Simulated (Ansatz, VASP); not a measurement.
This is a calculation of GaN for VASP 6.6.1.

File INCAR:

```
PREC     = Accurate       # precision mode
ENCUT    = 600            # plane-wave cutoff, eV
EDIFF    = 1E-6           # SCF threshold, eV
ISMEAR   = -1             # smearing method
SIGMA    = 0.05           # smearing width, eV
LREAL    = False          # projectors in reciprocal space
LASPH    = True           # aspherical terms in the spheres
NELM     = 80             # most SCF steps
ALGO     = Normal         # electronic algorithm
ISIF     = 3              # what is computed and relaxed
LWAVE    = False          # write WAVECAR
LCHARG   = False          # write CHGCAR
GGA      = CA             # functional
IBRION   = 2              # ionic algorithm
NSW      = 80             # ionic steps
EDIFFG   = -0.02          # ionic threshold
```

The input KPOINTS:

```
regular mesh
0
Gamma
  7 7 4
```

Contents of POSCAR:

```
GaN
1.0
    3.1800000000      0.0000000000      0.0000000000
   -1.5900000000      2.7539607840      0.0000000000
    0.0000000000      0.0000000000      5.1660000000
Ga N
2 2
Direct
    0.6666666667      0.3333333333      0.5000000000
    0.3333333333      0.6666666667      0.0000000000
    0.6666666667      0.3333333333      0.8750000000
    0.3333333333      0.6666666667      0.3750000000
```

Potentials or basis: VASP PAW LDA potentials, release 64 (Ga_d, N).

Command:

```bash
$ cat potpaw_LDA.64/Ga_d/POTCAR potpaw_LDA.64/N/POTCAR > POTCAR
$ mpirun -np 1 vasp_std > vasp.out
```

**Question.** Set up the same calculation for Ansatz 0.2.0. Potentials there: all-electron LAPW, scalar-relativistic.

**Answer.** As run (the cutoff follows the program's own potentials):

Contents of input.yaml:

```yaml
crystal:
  lattice:
    - [3.18, 0.0, 0.0]
    - [-1.59, 2.753960784, 0.0]
    - [0.0, 0.0, 5.166]
  atoms:
    - { symbol: Ga, position: [0.6666666667, 0.3333333333, 0.5] }
    - { symbol: Ga, position: [0.3333333333, 0.6666666667, 0.0] }
    - { symbol: "N", position: [0.6666666667, 0.3333333333, 0.875] }
    - { symbol: "N", position: [0.3333333333, 0.6666666667, 0.375] }
kpoints:
  mp_grid: { grid: [7, 7, 4] }
scf:
  occupations: { method: fermi_dirac, width: 0.05 }
hamiltonian:
  xc: lda
  pseudopotentials: { kind: all_electron, lapw: { basis_error: 0.002 } }
output:
  forces: true
  stress: true
relax:
  f_tol: 0.02
  max_steps: 60
  cell: {}
```

Potentials or basis: all-electron LAPW, scalar-relativistic.

The run is started by

```sh
$ ansatz run input.yaml --threads 2 --pin off --max-ram 6144MiB --backend cpu --events-out ev --progress --plain --runs-dir out
```

Both were run:

|  | VASP | Ansatz | Ansatz less VASP |
| --- | --- | --- | --- |
| relaxed volume (Å³/atom) | 11.10 | 11.06 | -0.042 |
| relaxed cell length with the largest relative difference (Å) | 5.147 | 5.140 | -0.0073 |

LDA's correlation is that of Perdew and Zunger in VASP and of Perdew and Wang (1992) in Ansatz. Ansatz ran all-electron here, and VASP with PAW potentials.

Noted on Ansatz's run: the k mesh is thin for a metal, which can move the energy by tens of meV per atom.
